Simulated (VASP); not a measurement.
Set up this calculation in VASP 6.6.1, as the native input.

```
Task                   : single point
Functional             : PBE
Potentials or basis    : VASP PAW PBE potentials, release 64 (Te)
Cutoff                 : 520 eV
k mesh                 : 12 × 12 × 10
Occupations            : gaussian, width 0.1 eV
Spin                   : no spin polarisation
Dipole correction      : no
Further INCAR settings : ALGO = Normal; EDIFF = 1e-06; NBANDS = 13
```

The structure of Te lies in POSCAR:

```
Te
1.0
    4.9625676319      0.0000000000      0.0000000000
   -2.4812838160      4.2977096372      0.0000000000
    0.0000000000      0.0000000000      5.0291821087
Te
2
Direct
    0.3333333333      0.6666666667      0.5752120749
    0.6666666667      0.3333333333      0.4247879251
```

One way to write it, as run:

INCAR

```
SYSTEM = Te
PREC = Accurate
ENCUT = 520
EDIFF = 1E-6
ISMEAR = 0
SIGMA = 0.1
LREAL = .False.
LASPH = .True.
NELM = 60
ALGO = Normal
ISIF = 2
LWAVE = .False.
LCHARG = .True.
GGA = PE
LELF = .True.
LVHAR = .True.
NBANDS = 13
```

KPOINTS

```
regular mesh
0
Gamma
  12 12 10
  0 0 0
```

Potentials or basis: VASP PAW PBE potentials, release 64 (Te).

Command:

```console
$ cat potpaw_PBE.64/Te/POTCAR > POTCAR
$ mpirun -np 1 vasp_std > vasp.out
```

Results of the run:

```json
{
 "Pressure": "0.0 GPa",
 "Band gap on the k mesh": "zero (band 6 reaches 2.40 eV, above the bottom of band 7 at 2.10 eV)"
}
```

Caveat: spin-orbit coupling is left out, which moves the levels of the heavy elements; this functional lacks dispersion, which binds the layers, so the pressure and a relaxed spacing across them are unreliable.

Run time: 4.9 min on 1 thread of Oxide Virtual Turin-like Processor (shared host), peak memory 0.33 GiB.
